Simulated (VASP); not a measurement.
**SnO2: single point with LDA**

SnO2:

```
Sn O
1.0
    -1.94546    1.94546    5.29633
     1.94546   -1.94546    5.29633
     1.94546    1.94546   -5.29633
Sn O
2 4
Direct
  0.75000 0.25000 0.50000
  0.00000 0.00000 0.00000
  0.80120 0.80120 0.00000
  0.94880 0.44880 0.50000
  0.19880 0.19880 0.00000
  0.55120 0.05120 0.50000
```

| Quantity | Value |
| --- | --- |
| Program | VASP 6.6.1 |
| Task | single point |
| Functional | LDA |
| Potentials or basis | VASP PAW LDA potentials, release 64 (Sn_d, O) |
| Cutoff | 520 eV |
| k mesh | 10 × 10 × 10 |
| Occupations | gaussian, width 0.05 eV |
| Spin | no spin polarisation |
| Dipole correction | no |
| Further INCAR settings | ALGO = Normal; EDIFF = 1e-06; NBANDS = 35 |

| Property | Result |
| --- | --- |
| Pressure | 2.2 GPa |
| Largest force | 0.023 eV/Å |
| Band gap on the k mesh | 1.76 eV (least direct gap 2.05 eV) |

Forces on the atoms (eV/Å):
```
Sn   0.000  0.000  0.000
Sn   0.000  0.000  0.000
O    0.000  0.000 -0.023
O    0.000  0.000  0.023
O    0.000  0.000  0.023
O    0.000  0.000 -0.023
```

Stress tensor (GPa, compression positive):
```
 4.25  0.00  0.00
 0.00  4.25  0.00
 0.00  0.00 -2.01
```

Levels at points of the mesh, in eV from the valence-band top:
```tsv
k point	band 22	band 23	band 24	band 25	band 26	band 27	band 28	band 29	band 30	band 31
(0.00, 0.00, 0.00)	-0.92	-0.64	-0.64	-0.29	-0.29	1.76	5.91	8.98	9.01	9.21
(0.50, 0.00, 0.00)	-1.20	-0.72	-0.71	-0.48	-0.26	5.09	6.33	7.85	8.61	9.57
(0.50, 0.50, 0.00)	-0.86	-0.78	-0.78	-0.04	-0.04	7.44	7.44	7.81	7.81	8.70
(0.50, 0.50, 0.50)	-2.70	-1.06	-1.06	-0.18	-0.18	4.54	4.54	7.20	7.20	12.22
```

Wall time 5.2 min on 1 thread of AMD EPYC 9R45 96-Core Processor (Zen 5) (shared host), peak memory 0.37 GiB.

Caveat: the stress differs along the axes, from -2 to 4 GPa; spin-orbit coupling is left out, which moves the levels of the heavy elements. A k mesh can miss the band edges.
